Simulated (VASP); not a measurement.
A run of VASP 6.6.1 is set up as follows.

INCAR

```
SYSTEM = Co
PREC = Accurate
ENCUT = 600
EDIFF = 1E-6
ISMEAR = -1
SIGMA = 0.05
LREAL = .False.
LASPH = .True.
NELM = 150
ALGO = Normal
ISIF = 3
LWAVE = .False.
LCHARG = .False.
ISPIN = 2
MAGMOM = 2 2
LORBIT = 11
LMAXMIX = 4
GGA = PS
IBRION = 2
NSW = 80
EDIFFG = -0.02
PSTRESS = 200.0
```

File KPOINTS:

```
regular mesh
0
Gamma
  12 12 7
  0 0 0
```

POSCAR

```
Co
1.0
    2.4873648738      0.0000000000      0.0000000000
   -1.2436824369      2.1541211692      0.0000000000
    0.0000000000      0.0000000000      4.0632895034
Co
2
Direct
    0.3333333333      0.6666666667      0.7401390000
    0.6666666667      0.3333333333      0.2598610000
```

Potentials or basis: VASP PAW PBE potentials, release 64 (Co).

The run is started by

```sh
$ cat potpaw_PBE.64/Co/POTCAR > POTCAR
$ mpirun -np 1 vasp_std > vasp.out
```

**Question.** Estimate the relaxed cell.

**Answer.** a = 2.397 Å, b = 2.397 Å, c = 3.870 Å, α = 90.00°, β = 90.00°, γ = 120.00°.

**Question.** Predict the space group after relaxing (to 0.1 Å).

**Answer.** P6_3/mmc (No. 194).

**Question.** Estimate the site moments.

**Answer.** Co +1.48 μB.

**Question.** Predict the relaxed volume.

**Answer.** 9.63 Å³/atom.

Final structure:
```
Co
1.0
     2.39654    0.00000    0.00000
    -1.19827    2.07547    0.00000
     0.00000    0.00000    3.87019
Co
2
Direct
  0.33333 0.66667 0.75000
  0.66667 0.33333 0.25000
```

Caveat: the cell is relaxed towards a set pressure, so the run minimises the enthalpy, not the energy; the PAW data sets were made with another functional, which shifts forces and pressure a little.
